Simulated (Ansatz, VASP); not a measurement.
**One calculation of Mo, two programs**

File INCAR:

```
  PREC = Accurate
  ENCUT = 520
  EDIFF = 1E-6
  ISMEAR = 0
  SIGMA = 0.05
  LREAL = F
  LASPH = T
  NELM = 100
  ALGO = Fast
  ISIF = 2
  LWAVE = F
  LCHARG = F
  GGA = PE
  NBANDS = 13
```

File KPOINTS:

```
Automatic mesh
0
Gamma
  8 8 8
```

The input POSCAR:

```
Mo
1.0
   -1.5816586698      1.5816586698      1.5816586698
    1.5816586698     -1.5816586698      1.5816586698
    1.5816586698      1.5816586698     -1.5816586698
Mo
1
Direct
    0.0000000000      0.0000000000      0.0000000000
```

Input for Ansatz:

```yaml
crystal:
  lattice:
    - [-1.5816586698, 1.5816586698, 1.5816586698]
    - [1.5816586698, -1.5816586698, 1.5816586698]
    - [1.5816586698, 1.5816586698, -1.5816586698]
  atoms:
    - { symbol: Mo, position: [0.0, 0.0, 0.0] }
basis:
  ecutwfc: 420
  ecutrho_ratio: 4
kpoints:
  mp_grid: { grid: [8, 8, 8] }
hamiltonian:
  xc: pbe
scf:
  occupations: { method: gaussian, width: 0.05 }
output:
  forces: true
  stress: true
  eigenvalues: true
```

Alike in both runs: task single point; functional PBE; k mesh 8 × 8 × 8; occupations gaussian, width 0.05 eV; no spin polarisation.

|  | VASP | Ansatz |
| --- | --- | --- |
| version | VASP 6.6.1 | Ansatz 0.2.0 |
| potentials or method | VASP PAW PBE potentials, release 64 (Mo_sv), cutoff 520 eV | scalar-relativistic, plane waves, PAW |
| valence electrons in the cell | 14 | 14 |

VASP gave:

* gap on the k mesh at the Fermi level (eV): none
* pressure (GPa): 0.6

Problem. Estimate Ansatz's values.

Solution. gap on the k mesh at the Fermi level (eV): none; pressure (GPa): 0.0.

A gap of «none» marks a metal or a gap that the smearing closes. The functional is the same, so the differences come from potentials, cutoffs and numerics.
